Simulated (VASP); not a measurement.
InGa2N3, 12 atoms in the cell. It takes space group Cmc2_1 (No. 36, orthorhombic). The conventional cell has a = 9.833 Å, b = 5.671 Å, c = 5.295 Å, α = 90.00°, β = 90.00°, γ = 90.00°. Within 2.8 Å of In (site symmetry m) lie 4 N at 2.14 to 2.15 Å. Within 2.6 Å of Ga (site symmetry 1) lie 4 N at 1.93 to 1.94 Å. N (site symmetry 1) has 3 Ga at 1.93 to 1.94 Å and 1 In at 2.14 Å within 2.6 Å. Within 2.6 Å of N (site symmetry m) lie 2 Ga at 1.94 Å and 2 In at 2.14 to 2.15 Å. 

```yaml
Program: VASP 6.6.1
Task: single point
Functional: PBEsol
Potentials_or_basis: VASP PAW PBE potentials, release 64 (In_d, Ga_d, N)
Cutoff: 600 eV
k_mesh: 6 × 6 × 6
Occupations: gaussian, width 0.02 eV
Spin: no spin polarisation
Dipole_correction: no
Further_INCAR_settings: ALGO = Normal; EDIFF = 1e-06; NBANDS = 66
```

Potentials or basis: VASP PAW PBE potentials, release 64 (In_d, Ga_d, N).

Command:

```sh
$ cat potpaw_PBE.64/In_d/POTCAR potpaw_PBE.64/Ga_d/POTCAR potpaw_PBE.64/N/POTCAR > POTCAR
$ mpirun -np 1 vasp_std > vasp.out
```

Hardware: 1 thread of Oxide Virtual Turin-like Processor, with other jobs on the host.

Question: How long does it take, and how much memory?

Answer: Wall time 16 min on 1 thread of Oxide Virtual Turin-like Processor, on a shared host, peak memory 0.6 GiB. Counts: scf iterations 16, k points 52.
